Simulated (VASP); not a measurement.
# C in VASP: a series of runs, part 2 of 2

VASP 6.6.1. The steps go on from the part before.

### Step 4. Relaxation of cell and atoms, PBE+D3(BJ)

This run uses another cell than the first one, of 9.37 Å³/atom.

Input file INCAR:

```
PREC = Accurate ; ENCUT = 600
EDIFF = 1E-6 ; ISMEAR = 0
SIGMA = 0.1 ; LREAL = F
LASPH = T ; NELM = 100
ALGO = Normal ; ISIF = 3
LWAVE = F ; LCHARG = F
GGA = PE ; IVDW = 12
IBRION = 2 ; NSW = 100
EDIFFG = -0.005
```

Input file KPOINTS:

```
Automatic mesh
0
Gamma
  18 18 6
```

Input file POSCAR:

```
C
1.0
    1.2280479700     -2.1270618200      0.0000000000
    1.2280479700      2.1270618200      0.0000000000
    0.0000000000      0.0000000000      7.1732677600
C
4
Direct
    0.0833794600      0.9166205400      0.7531376000
    0.5833794600      0.4166205400      0.2468624000
    0.9166205400      0.0833794600      0.2468624000
    0.4166205400      0.5833794600      0.7531376000
```

On the command line:

```bash
> cat potpaw_PBE.64/C/POTCAR > POTCAR
> mpirun -np 1 vasp_std > vasp.out
```

It took 33 min on 1 thread of Intel Xeon Platinum 8488C (Sapphire Rapids), shared host; peak memory 0.32 GiB.

It converged, with:

```yaml
Free_energy: -37.4778 eV
Relaxed_volume: 8.85 Å³/atom
Relaxed_cell: a = 2.465 Å, b = 2.465 Å, c = 6.724 Å, α = 90.00°, β = 90.00°, γ = 119.97°
Space_group_after_relaxing_to_0.1_Å: Fmmm (No. 69)
Energy_gained_by_relaxing: 4.5 meV/atom
Ionic_steps: 38
Pressure_after_relaxing: 0.0 GPa
Largest_force_after_relaxing: 0.003 eV/Å
Dispersion_energy_per_atom: -0.156 eV
```

Forces in eV/Å, atoms in the order of the input:
```
C    0.000 -0.003 -0.002
C    0.000 -0.003  0.002
C    0.000  0.003  0.002
C    0.000  0.003 -0.002
```

The path:
| step | energy change (eV) | largest force (eV/Å) | pressure (GPa) | volume (Å³) |
| --- | --- | --- | --- | --- |
| 1 | 0.0000 | 0.0254 | 2.67 | 37.48 |
| 2 | 0.0202 | 0.0936 | -7.91 | 38.33 |
| 3 | -0.0048 | 0.0156 | -0.70 | 37.73 |
| 4 | -0.0061 | 0.0483 | -0.73 | 37.58 |
| 5 | -0.0089 | 0.2356 | -0.77 | 37.14 |
| 6 | -0.0076 | 0.6193 | -0.77 | 36.25 |
| 7 | -0.0095 | 0.3628 | -0.79 | 36.84 |
| 8 | -0.0096 | 0.3589 | -0.78 | 36.83 |
| 9 | -0.0101 | 0.3475 | -0.74 | 36.78 |
| 10 | -0.0111 | 0.3249 | -0.73 | 36.68 |
| 11 | -0.0127 | 0.2795 | -0.66 | 36.48 |
| 12 | -0.0154 | 0.1891 | -0.50 | 36.07 |
| 13 | -0.0172 | 0.0154 | -0.12 | 35.27 |
| 14 | -0.0172 | 0.0405 | -0.19 | 35.40 |
| 15 | -0.0174 | 0.0235 | -0.16 | 35.43 |
| 16 | -0.0176 | 0.0222 | -0.04 | 35.49 |
| 17 | -0.0176 | 0.0263 | -0.03 | 35.50 |
| 18 | -0.0176 | 0.0145 | -0.02 | 35.50 |
| 19 | -0.0176 | 0.0168 | -0.02 | 35.50 |
| 20 | -0.0176 | 0.0141 | -0.03 | 35.50 |
| 21 | -0.0176 | 0.0139 | -0.02 | 35.49 |
| 22 | -0.0176 | 0.0123 | -0.02 | 35.49 |
| 23 | -0.0176 | 0.0120 | -0.04 | 35.49 |
| 24 | -0.0176 | 0.0110 | -0.03 | 35.49 |
| 25 | -0.0177 | 0.0104 | -0.04 | 35.48 |
| 26 | -0.0178 | 0.0106 | -0.05 | 35.46 |
| 27 | -0.0178 | 0.0185 | -0.07 | 35.43 |
| 28 | -0.0179 | 0.0152 | -0.06 | 35.42 |
| 29 | -0.0179 | 0.0066 | -0.02 | 35.41 |
| 30 | -0.0180 | 0.0144 | 0.08 | 35.38 |
| 31 | -0.0180 | 0.0115 | 0.07 | 35.39 |
| 32 | -0.0180 | 0.0040 | 0.04 | 35.39 |
| 33 | -0.0180 | 0.0037 | 0.01 | 35.39 |
| 34 | -0.0180 | 0.0160 | -0.03 | 35.39 |
| 35 | -0.0180 | 0.0061 | 0.01 | 35.39 |
| 36 | -0.0180 | 0.0062 | -0.02 | 35.39 |
| 37 | -0.0180 | 0.0065 | -0.06 | 35.39 |
| 38 | -0.0180 | 0.0034 | 0.00 | 35.39 |

Final structure:
```
C
1.0
     1.23289   -2.13427    0.00000
     1.23289    2.13427    0.00000
     0.00000    0.00000    6.72430
C
4
Direct
  0.08330 0.91670 0.75031
  0.58330 0.41670 0.24969
  0.91670 0.08330 0.24969
  0.41670 0.58330 0.75031
```

Levels at points of the mesh, in eV from the Fermi level:
| k point | band 5 | band 6 | band 7 | band 8 | band 9 | band 10 | band 11 | band 12 |
| --- | --- | --- | --- | --- | --- | --- | --- | --- |
| (0.00, 0.00, 0.00) | -3.03 | -3.01 | -3.00 | -3.00 | 4.27 | 8.29 | 8.33 | 8.40 |
| (0.50, 0.00, 0.00) | -6.39 | -6.39 | -2.45 | -2.45 | 1.88 | 1.88 | 7.41 | 7.41 |
| (0.50, 0.50, 0.00) | -6.42 | -6.37 | -3.02 | -1.60 | 0.97 | 2.49 | 7.19 | 7.59 |
| (0.00, 0.00, 0.50) | -3.01 | -3.01 | -3.00 | -3.00 | 6.88 | 6.91 | 8.34 | 8.35 |
| (0.50, 0.00, 0.50) | -6.39 | -6.39 | -2.36 | -2.36 | 1.65 | 1.65 | 7.40 | 7.40 |
| (0.50, 0.50, 0.50) | -6.40 | -6.40 | -2.36 | -2.35 | 1.66 | 1.67 | 7.38 | 7.39 |

### Step 5. Single point, PBE+D3(BJ)

This run uses another cell than the first one, of 9.37 Å³/atom.

Input file INCAR:

```
SYSTEM = C
  PREC = Accurate
  ENCUT = 520
  EDIFF = 1E-6
  ISMEAR = 0
  SIGMA = 0.1
  LREAL = .FALSE.
  LASPH = .TRUE.
  NELM = 100
  ALGO = Normal
  ISIF = 2
  LWAVE = .FALSE.
  LCHARG = .TRUE.
  GGA = PE
  IVDW = 12
  LELF = .TRUE.
  LVHAR = .TRUE.
  NBANDS = 16
```

Input file KPOINTS:

```
Automatic mesh
0
G
  9 9 4
  0 0 0
```

POSCAR is that of step 4.

Potentials or basis: VASP PAW PBE potentials, release 64 (C).

On the command line:

```bash
> cat potpaw_PBE.64/C/POTCAR > POTCAR
> mpirun -np 1 vasp_std > vasp.out
```

OUTCAR:

```text
SYSTEM = C
   PREC = Accurate
   ENCUT = 520
   EDIFF = 1E-6
   ISMEAR = 0
   LREAL = .FALSE.
   LASPH = .TRUE.
   NELM = 100
   ISIF = 2
   GGA = PE
   IVDW = 12
 IVDW          = 12

 ion  position               nearest neighbor table
   1  0.083  0.917  0.753-   4 1.42   4 1.42   4 1.42
   2  0.583  0.417  0.247-   3 1.42   3 1.42   3 1.42
   3  0.917  0.083  0.247-   2 1.42   2 1.42   2 1.42
   4  0.417  0.583  0.753-   1 1.42   1 1.42   1 1.42

  LATTYP: Found a hexagonal cell.
 ALAT       =     2.4561135566
 C/A-ratio  =     2.9205765918

  Lattice vectors:

 A1 = (   1.2280479700,  -2.1270618200,   0.0000000000)
 A2 = (   1.2280479700,   2.1270618200,   0.0000000000)
 A3 = (   0.0000000000,   0.0000000000,   7.1732677600)

Analysis of symmetry for initial positions (statically):
=====================================================================
 Subroutine PRICEL returns:
 Original cell was already a primitive cell.

 Routine SETGRP: Setting up the symmetry group for a
 hexagonal supercell.

 Subroutine GETGRP returns: Found  8 space group operations
 (whereof  4 operations were pure point group operations)
 out of a pool of 24 trial point group operations.

The static configuration has the point symmetry C_2h.
 The point group associated with its full space group is D_2h.

Analysis of symmetry for dynamics (positions and initial velocities):
=====================================================================
 Subroutine PRICEL returns:
 Original cell was already a primitive cell.

 Routine SETGRP: Setting up the symmetry group for a
 hexagonal supercell.

 Subroutine GETGRP returns: Found  8 space group operations
 (whereof  4 operations were pure point group operations)
 out of a pool of 24 trial point group operations.

The dynamic configuration has the point symmetry C_2h.
 The point group associated with its full space group is D_2h.

 Subroutine INISYM returns: Found  8 space group operations
[... 123 lines left out ...]
  Fermi-wavevector in a.u.,A,eV,Ry     =   1.232728  2.329519 20.675669  1.519619
  Thomas-Fermi vector in A             =   2.367487
   LORBIT       =      0    0 simple, 1 ext, 2 COOP (PROOUT), +10 PAW based schemes
   GGA     = PE    functional components
   LHFCALC =     F    Hartree Fock is set to
   AEXX    =    0.0000 exact exchange contribution
   IVDW    =    12    specifies the selected vdW correction
   LEPSILON=     F    determine dielectric tensor
   LRPA    =     F    only Hartree local field effects (RPA)
 non-spin polarized calculation
 Gauss-broadening in eV      SIGMA  =   0.10
  energy-cutoff  :      520.00
  volume of cell :       37.48
 maximum number of plane-waves:      1026
   NGX =  9   NGY =  9   NGZ = 27

 number of electron      15.9999996 magnetization

 Free energy of the ion-electron system (eV)
  ---------------------------------------------------
  ext. energy  EPLUGINS =         0.00000000
  ---------------------------------------------------
  free energy    TOTEN  =       -36.85474317 eV

  energy without entropy =      -36.85290114  energy(sigma->0) =      -36.85382216

 E-fermi :   4.1757     XC(G=0):  -9.8838

 val. band max:        4.1646100575   @ k =   0.3333   0.3333   0.5000
 cond. band min:       4.1886426149   @ k =   0.3333   0.3333   0.5000
 fundamental gap:      0.0240325574
 Fermi energy:         4.1756504670

 k-point     1 :       0.0000    0.0000    0.0000
  band No.  band energies     occupation
      1     -15.5127      2.00000
      2     -15.3373      2.00000
      3      -4.1600      2.00000
      4      -2.7808      2.00000
      5       1.1471      2.00000
      6       1.1530      2.00000
[... 433 lines left out ...]
      3      -7.6798      2.00000
      4      -7.6067      2.00000
      5      -5.0335      2.00000
      6      -4.9815      2.00000
[... 8 lines left out ...]
     15      16.9649      0.00000
     16      17.0011      0.00000

 [... further k-points ...]

------------------------ aborting loop because EDIFF is reached ----------------------------------------

 Edisp (eV)   -0.57777

 E8    (eV) :    -0.1623

  FORCE on cell =-STRESS in cart. coord.  units (eV):
  Direction    XX          YY          ZZ          XY          YZ          ZX
  --------------------------------------------------------------------------------------
  -------------------------------------------------------------------------------------
  Total       1.31362     1.24226    -0.38207     0.00000    -0.00000     0.00000
  in kB      56.16119    53.11041   -16.33478     0.00000    -0.00000     0.00000
  external pressure =       30.98 kB  Pullay stress =        0.00 kB

 VOLUME and BASIS-vectors are now :
 -----------------------------------------------------------------------------
  energy-cutoff  :      520.00
  volume of cell :       37.48
      direct lattice vectors                 reciprocal lattice vectors
     1.228047970 -2.127061820  0.000000000     0.407150219 -0.235066041  0.000000000
     1.228047970  2.127061820  0.000000000     0.407150219  0.235066041  0.000000000
     0.000000000  0.000000000  7.173267760     0.000000000  0.000000000  0.139406479

 POSITION                                       TOTAL-FORCE (eV/Angst)
 -----------------------------------------------------------------------------------
      1.22805      1.77236      5.40246         0.000000      0.024448     -0.003425
      1.22805     -0.35471      1.77081         0.000000      0.024448      0.003425
      1.22805     -1.77236      1.77081         0.000000     -0.024448      0.003425
      1.22805      0.35471      5.40246         0.000000     -0.024448     -0.003425
 -----------------------------------------------------------------------------------
    total drift:                                0.000000     -0.000000      0.000000

  FREE ENERGIE OF THE ION-ELECTRON SYSTEM (eV)
  ---------------------------------------------------
  free  energy   TOTEN  =       -37.4325102767 eV

  energy  without entropy=      -37.4306682427  energy(sigma->0) =      -37.43158926
```

stdout:

```text
POSCAR found type information on POSCAR C
 POSCAR found :  1 types and       4 ions
 scaLAPACK will be used
 LDA part: xc-table for (Slater+PW92), standard interpolation
 POSCAR, INCAR and KPOINTS ok, starting setup
 FFT: planning ... GRIDC
 FFT: planning ... GRID_SOFT
 FFT: planning ... GRID
 WAVECAR not read
 entering main loop
```

It took 32 s on 1 thread of Intel Xeon 6975P-C (Granite Rapids), shared host; peak memory 0.17 GiB.

What came out:

- Free energy: -37.4325 eV
- Pressure: 3.1 GPa
- Largest force: 0.025 eV/Å
- Dispersion energy per atom: -0.144 eV

Forces in eV/Å, atoms in the order of the input:
```
C    0.000  0.024 -0.003
C    0.000  0.024  0.003
C    0.000 -0.024  0.003
C    0.000 -0.024 -0.003
```

Caveat: the cell stands under pressure.

### Step 6. Summary

```tsv
task	spin	cell	k mesh	cutoff (eV)	smearing	pressure (GPa)	largest force (eV/Å)
single point	off	a = 2.465, b = 2.465, c = 6.799 Å, angles 90.0, 90.0, 120.0°, 4 atoms, atomic positions A	24 × 24 × 8	520	gaussian 0.15 eV	0.4	-
single point	collinear	a = 2.456, b = 2.456, c = 7.173 Å, angles 90.0, 90.0, 120.0°, 4 atoms, atomic positions B	12 × 12 × 4	520	gaussian 0.1 eV	3.1	0.02
relaxation of cell and atoms	off	relaxed from a = 2.456, b = 2.456, c = 7.173 Å, angles 90.0, 90.0, 120.0°, 4 atoms, atomic positions B	18 × 18 × 6	600	gaussian 0.1 eV	0.0	-
single point	off	a = 2.456, b = 2.456, c = 7.173 Å, angles 90.0, 90.0, 120.0°, 4 atoms, atomic positions B	9 × 9 × 4	520	gaussian 0.1 eV	3.1	0.02
```

Alike in all rows: level PBE+D3(BJ); potentials or basis VASP PAW PBE potentials, release 64 (C).

Caveats: the cell stands under pressure (at least some runs).

Total energies depend on the potentials used, so only differences within one code and one set of settings carry meaning.
